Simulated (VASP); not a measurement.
# Si62Ge (a cell with a defect) in VASP: a series of runs

Si62Ge (a cell with a defect) is run at these levels: PBE; tasks: single point.

Program: VASP 6.6.1. These are calculated values, not measurements. Logs are shortened: lines on timing, memory, paths and dates and some standing lists are left out, and cuts for length are marked.

**1. The cell of the first run**

The cell holds a defect, 63 atoms: a = 10.860 Å, b = 10.860 Å, c = 10.860 Å, α = 90.00°, β = 90.00°, γ = 90.00°.

**2. Single point, PBE, collinear spin**

Contents of INCAR:

```
PREC     = Accurate       # precision mode
ENCUT    = 410            # plane-wave cutoff, eV
EDIFF    = 1E-6           # SCF threshold, eV
ISMEAR   = 0              # smearing method
SIGMA    = 0.05           # smearing width, eV
LREAL    = Auto         
LASPH    = T              # aspherical terms in the spheres
NELM     = 200            # most SCF steps
ALGO     = Normal         # electronic algorithm
ISIF     = 2              # what is computed and relaxed
LWAVE    = F              # write WAVECAR
LCHARG   = F              # write CHGCAR
ISPIN    = 2              # spin polarisation
MAGMOM   = 0 0 0 0 0 0 0 0 0 0 0 0 0 0 0 0 0 0 0 0 0 0 0 0 0 0 0 0 0 0 0 0 0 0 0 0 0 0 0 0 0 0 0 0 0 0 0 0 0 0 0 0 0 0 0 0 0 0 0 0 0 0 0.12 # initial moments
LORBIT   = 11             # projections on sites
GGA      = PE             # functional
NELECT   = 261.0        
NBANDS   = 172            # bands
GGA_COMPAT= F
```

Contents of KPOINTS:

```
Automatic mesh
0
Gamma
  1 1 1
```

Contents of POSCAR:

```
Si62Ge
1.0
   10.8600000000      0.0000000000      0.0000000000
    0.0000000000     10.8600000000      0.0000000000
    0.0000000000      0.0000000000     10.8600000000
Si Ge
62 1
Direct
    0.5000657459      0.0002531308     -0.0002202578
    0.6159632597      0.1339768877      0.1227460405
    0.7496863720      0.2498743094     -0.0002208103
    0.8749048803      0.3750196133      0.1249301105
    0.7438595764      0.0060804788      0.2480438306
    0.8724881215      0.1261468692      0.3738253223
    0.0000981584     -0.0003979742     -0.0018113260
    0.1254936464      0.1247272560      0.1256157459
    0.2567503683      0.2475656538      0.0067633517
    0.5023720074      0.4931872928      0.0067658379
    0.6252108656      0.6244459484      0.1256161142
    0.7503351750      0.7498407919     -0.0018125230
    0.8736019337      0.8763353591      0.1251699816
    0.2497595764      0.0002498158      0.2500702578
    0.3727091160      0.1339790055      0.3659749540
    0.6159615101      0.3772301105      0.3659750460
    0.7496896869      0.5001801105      0.2500694291
    0.8747966851      0.6255370166      0.3762589319
    0.4980047882      0.0060841621      0.4938812155
    0.6238038674      0.1261355433      0.6225028545
    0.7438543278      0.2519333333      0.4938791897
    0.8736052486      0.3748069982      0.6236393186
    0.7489672192      0.0009726519      0.7477069061
    0.8748072744      0.1237056169      0.8744196133
    0.0021342541      0.4987961326      0.0011777164
    0.1301931860      0.6197464088      0.1267037753
    0.2511426335      0.7478053407      0.0011770718
    0.3749189687      0.8750350829      0.1249295580
   -0.0001478821      0.2499174033      0.2500394107
    0.1254823204      0.3743381215      0.3752442910
    0.2567151934      0.4932248619      0.2524317680
    0.3756021179      0.6244569982      0.3752440147
    0.5000217311      0.7500889503      0.2500396869
    0.6237921731      0.8774529466      0.3738255064
   -0.0023067219      0.0009872928      0.4989867403
    0.1244110497      0.1237049724      0.6248346225
    0.2497614180      0.2498822284      0.4997066298
    0.3749187845      0.3750205341      0.6249238490
    0.5000574586      0.5001778085      0.4997067219
    0.6262357274      0.6255280847      0.6248346225
    0.7489517495      0.7522465009      0.4989859116
    0.8749934622      0.8749457643      0.6250047882
    0.2481676796     -0.0003959484      0.7501400552
    0.3756062615      0.1247290055      0.8755182320
    0.5000279926      0.2499115101      0.7498663904
    0.6252094843      0.3743338858      0.8755186924
    0.7503363720      0.5017721915      0.7501413444
    0.8771371087      0.6240018416      0.8759712707
    0.0006523020      0.7492846225      0.2501092081
    0.1244000921      0.8751426335      0.3762568140
    0.0000957643      0.5017759669      0.5003613260
    0.1259410681      0.6240000921      0.6271553407
    0.2481630755      0.7498442910      0.5003581031
    0.3751317680      0.8763321363      0.6236394107
    0.0006630755      0.2498586556      0.7506812155
    0.1301994475      0.3732840700      0.8802255985
    0.2511500921      0.4987894107      0.7521492634
    0.3766548803      0.6197389503      0.8802268877
    0.5000802026      0.7492737569      0.7506813076
    0.6262325967      0.8751323204      0.8744175875
   -0.0001025783      0.7500420810      0.7499193370
    0.1259380295      0.8728031308      0.8759701657
    0.4456116022      0.3043277164      0.1956316759
```

Potentials or basis: VASP PAW PBE potentials, release 64 (Si, Ge_d).

Started as:

```console
$ cat potpaw_PBE.64/Si/POTCAR potpaw_PBE.64/Ge_d/POTCAR > POTCAR
$ mpirun -np 1 vasp_gam > vasp.out
```

OUTCAR:

```text
PREC = Accurate
   ENCUT = 410
   EDIFF = 1E-6
   ISMEAR = 0
   LREAL = Auto
   LASPH = T
   NELM = 200
   ISIF = 2
   ISPIN = 2
   LORBIT = 11
   GGA = PE
   NELECT = 261.0

 ion  position               nearest neighbor table
   1  0.500  0.000  1.000-  44 2.34   2 2.34  28 2.35  60 2.36
   2  0.616  0.134  0.123-   3 2.34   1 2.34   5 2.39  63 2.73
   3  0.750  0.250  1.000-  46 2.34   2 2.34   4 2.35  24 2.36
   4  0.875  0.375  0.125-  25 2.35  29 2.35   3 2.35  17 2.35
   5  0.744  0.006  0.248-   6 2.35  34 2.35   2 2.39  13 2.40
   6  0.872  0.126  0.374-  21 2.35   5 2.35  29 2.35  35 2.35
[... 54 lines left out ...]
  61  1.000  0.750  0.750-  42 2.35  52 2.35  62 2.35  48 2.35
  62  0.126  0.873  0.876-  61 2.35   7 2.35  43 2.35  27 2.35
  63  0.446  0.304  0.196-  15 2.73  16 2.73   2 2.73  10 2.97   9 2.97  31 2.97

  LATTYP: Found a simple cubic cell.
 ALAT       =    10.8600000000

  Lattice vectors:

 A1 = (  10.8600000000,   0.0000000000,   0.0000000000)
 A2 = (   0.0000000000,  10.8600000000,   0.0000000000)
 A3 = (   0.0000000000,   0.0000000000,  10.8600000000)

Analysis of symmetry for initial positions (statically):
=====================================================================
 Subroutine PRICEL returns:
 Original cell was already a primitive cell.

 Routine SETGRP: Setting up the symmetry group for a
 simple cubic supercell.

 Subroutine GETGRP returns: Found  2 space group operations
 (whereof  1 operations were pure point group operations)
 out of a pool of 48 trial point group operations.

The static configuration has the point symmetry C_1 .
 The point group associated with its full space group is C_1h.

Analysis of symmetry for dynamics (positions and initial velocities):
=====================================================================
 Subroutine PRICEL returns:
 Original cell was already a primitive cell.

 Routine SETGRP: Setting up the symmetry group for a
 simple cubic supercell.

 Subroutine GETGRP returns: Found  2 space group operations
 (whereof  1 operations were pure point group operations)
 out of a pool of 48 trial point group operations.

The dynamic configuration has the point symmetry C_1 .
 The point group associated with its full space group is C_1h.

Analysis of structural, dynamic, and magnetic symmetry:
=====================================================================
 Subroutine PRICEL returns:
 Original cell was already a primitive cell.

 Routine SETGRP: Setting up the symmetry group for a
 simple cubic supercell.

 Subroutine GETGRP returns: Found  2 space group operations
 (whereof  1 operations were pure point group operations)
 out of a pool of 48 trial point group operations.

The overall configuration has the point symmetry C_1 .
 The point group associated with its full space group is C_1h.

 Subroutine INISYM returns: Found  2 space group operations
 (whereof  1 operations are pure point group operations),
 and found     1 'primitive' translations

----------------------------------------------------------------------------------------

                                     Primitive cell

  volume of cell :    1280.8241

  direct lattice vectors                    reciprocal lattice vectors
    10.860000000  0.000000000  0.000000000     0.092081031  0.000000000  0.000000000
     0.000000000 10.860000000  0.000000000     0.000000000  0.092081031  0.000000000
     0.000000000  0.000000000 10.860000000     0.000000000  0.000000000  0.092081031

  length of vectors
[... 179 lines left out ...]
   NELM   =    200;   NELMIN=  2; NELMDL= -5     # of ELM steps
   EDIFF  = 0.1E-05   stopping-criterion for ELM
   LREAL  =      T    real-space projection
   EDIFFG = 0.1E-04   stopping-criterion for IOM
   NSW    =      0    number of steps for IOM
   IBRION =     -1    ionic relax: 0-MD 1-quasi-New 2-CG
   NFREE  =      0    steps in history (QN), initial steepest desc. (CG)
   ISIF   =      2    stress and relaxation
   ISYM   =      2    0-nonsym 1-usesym 2-fastsym
[... 36 lines left out ...]
  ---------------------------------------------------
  free energy    TOTEN  =      -337.30377177 eV

  energy without entropy =     -337.28003495  energy(sigma->0) =     -337.29190336

 E-fermi :   6.1703     XC(G=0):  -9.3485

 val. band max:        6.1472480689   @ k =   0.0000   0.0000   0.0000
 cond. band min:       6.1947216374   @ k =   0.0000   0.0000   0.0000
 fundamental gap:      0.0474735684
 Fermi energy:         6.1703324303

 spin component 1

 k-point     1 :       0.0000    0.0000    0.0000
  band No.  band energies     occupation
      1     -18.4292      1.00000
      2     -18.4285      1.00000
      3     -18.4284      1.00000
      4     -18.4004      1.00000
      5     -18.4004      1.00000
      6      -6.1901      1.00000
[... 134 lines left out ...]
    141       6.8663      0.00000
    142       6.9289      0.00000
 Fermi energy:         6.1703324303

 spin component 2

 k-point     1 :       0.0000    0.0000    0.0000
  band No.  band energies     occupation
      1     -18.4148      1.00000
      2     -18.4141      1.00000
      3     -18.4141      1.00000
      4     -18.3854      1.00000
      5     -18.3854      1.00000
      6      -6.1836      1.00000
[... 134 lines left out ...]
    141       6.8758      0.00000
    142       6.9375      0.00000
 [bands above 142 left out]

------------------------ aborting loop because EDIFF is reached ----------------------------------------

  FORCE on cell =-STRESS in cart. coord.  units (eV):
  Direction    XX          YY          ZZ          XY          YZ          ZX
  --------------------------------------------------------------------------------------
  -------------------------------------------------------------------------------------
  Total        2.3326327      2.3326327      2.3286085      2.1511752      2.1635801     -2.1635802
  in kB        2.9178802      2.9178802      2.9128464      2.6908958      2.7064131     -2.7064133
  external PRESSURE =       2.9162023 kB  Pullay stress =       0.0000000 kB

 VOLUME and BASIS-vectors are now :
 -----------------------------------------------------------------------------
  energy-cutoff  :      410.00
  volume of cell :     1280.82
      direct lattice vectors                 reciprocal lattice vectors
    10.860000000  0.000000000  0.000000000     0.092081031  0.000000000  0.000000000
     0.000000000 10.860000000  0.000000000     0.000000000  0.092081031  0.000000000
     0.000000000  0.000000000 10.860000000     0.000000000  0.000000000  0.092081031

 POSITION                                       TOTAL-FORCE (eV/Angst)
 -----------------------------------------------------------------------------------
      5.43071      0.00275     10.85761        -0.004022      0.001338     -0.002181
      6.68936      1.45499      1.33302        -0.011349      0.011349      0.008112
      8.14159      2.71364     10.85760        -0.001338      0.004022     -0.002181
      9.50147      4.07271      1.35674         0.009004     -0.006021      0.006227
      8.07831      0.06603      2.69376        -0.012573      0.012573      0.000437
      9.47522      1.36995      4.05974        -0.004957      0.000124     -0.000163
[... 55 lines left out ...]
      1.36769      9.47864      9.51304         0.003246      0.009355      0.003242
      4.83934      3.30500      2.12456         0.162716     -0.162716      0.162502
 -----------------------------------------------------------------------------------
    total drift:                               -0.001221      0.006104     -0.004565

  FREE ENERGIE OF THE ION-ELECTRON SYSTEM (eV)
  ---------------------------------------------------
  free  energy   TOTEN  =      -337.3037717685 eV

  energy  without entropy=     -337.2800349467  energy(sigma->0) =     -337.29190336

 total charge

# of ion       s       p       d       tot
------------------------------------------
    1        0.740   0.953   0.000   1.693
    2        0.760   0.882   0.000   1.642
    3        0.740   0.953   0.000   1.693
    4        0.739   0.957   0.000   1.695
    5        0.742   0.932   0.000   1.673
    6        0.738   0.955   0.000   1.694
[... 55 lines left out ...]
   62        0.739   0.953   0.000   1.693
   63        1.235   0.936   9.992  12.163
--------------------------------------------------
tot         47.331  59.190   9.992 116.514

 magnetization (x)

# of ion       s       p       d       tot
------------------------------------------
    1       -0.000  -0.000   0.000  -0.000
    2        0.002   0.010   0.000   0.012
    3       -0.000  -0.000   0.000  -0.000
    4        0.000  -0.000   0.000   0.000
    5        0.000   0.005   0.000   0.005
    6       -0.000   0.001   0.000   0.001
[... 55 lines left out ...]
   62        0.000   0.001   0.000   0.001
   63        0.042   0.001   0.001   0.044
--------------------------------------------------
tot          0.065   0.128   0.001   0.193
```

Wall time 22 min (1 thread of Intel Xeon 8259CL, shared host); peak memory 1.1 GiB.

Results:

| Quantity | Value |
| --- | --- |
| Free energy | -337.3038 eV |
| Largest force | 0.282 eV/Å |
| Net moment | 0.51 μB per cell |
| Site moments | Si -0.00, +0.01, +0.00 (each value once); Ge +0.04 μB |
| Valence electrons inside the program's atomic spheres | Si 1.69, 1.64, 1.70, 1.67, 1.68 (each value once); Ge 12.16 |

Forces in eV/Å, atoms in the order of the input:
```
Si  -0.004  0.001 -0.002
Si  -0.011  0.011  0.008
Si  -0.001  0.004 -0.002
Si   0.009 -0.006  0.006
Si  -0.013  0.013  0.000
Si  -0.005  0.000  0.000
Si  -0.001  0.010  0.005
Si   0.003 -0.005  0.021
Si  -0.037  0.008 -0.037
Si  -0.008  0.037 -0.037
Si   0.005 -0.003  0.021
Si  -0.010  0.001  0.005
Si  -0.010  0.010  0.013
Si  -0.002  0.001 -0.004
Si   0.008  0.011 -0.011
Si  -0.011 -0.008 -0.011
Si  -0.001  0.002 -0.004
Si   0.001  0.000 -0.017
Si   0.000  0.012 -0.012
Si   0.000  0.000 -0.005
Si  -0.012  0.000 -0.012
Si  -0.010 -0.014 -0.010
Si  -0.004  0.004  0.012
Si   0.001  0.017  0.000
Si  -0.001 -0.001  0.001
Si  -0.004  0.004 -0.007
Si   0.001  0.001  0.001
Si   0.006 -0.009  0.006
Si  -0.017  0.007 -0.007
Si   0.003 -0.021  0.005
Si  -0.036  0.036 -0.008
Si   0.021 -0.003  0.005
Si  -0.007  0.017 -0.007
Si   0.000  0.005  0.000
Si   0.012  0.003 -0.003
Si   0.000  0.017  0.001
Si  -0.002  0.004 -0.001
Si   0.006 -0.006  0.009
Si  -0.004  0.002 -0.001
Si  -0.017  0.000  0.001
Si  -0.003 -0.012 -0.003
Si  -0.015  0.015 -0.015
Si   0.005  0.010 -0.002
Si   0.021 -0.005  0.003
Si  -0.007  0.007 -0.016
Si   0.005 -0.021  0.003
Si  -0.010 -0.005 -0.002
Si  -0.009 -0.003  0.003
Si  -0.001  0.001 -0.003
Si   0.000 -0.001 -0.017
Si  -0.001 -0.005 -0.010
Si   0.003 -0.003 -0.010
Si   0.005  0.001 -0.010
Si   0.014  0.010 -0.010
Si  -0.001  0.003 -0.001
Si  -0.003  0.006 -0.003
Si   0.001 -0.001 -0.001
Si  -0.006  0.003 -0.003
Si  -0.003  0.001 -0.001
Si  -0.017 -0.001  0.000
Si   0.010 -0.010  0.010
Si   0.003  0.009  0.003
Ge   0.163 -0.163  0.163
```

Caveat: the k points lie up to 0.58 Å⁻¹ apart; the cell carries a net charge on a neutralising background, which shifts energy and pressure; the cell is charged against a uniform background, so pressure and absolute levels hang on convention.

(Part 1 of 2 ends here.)
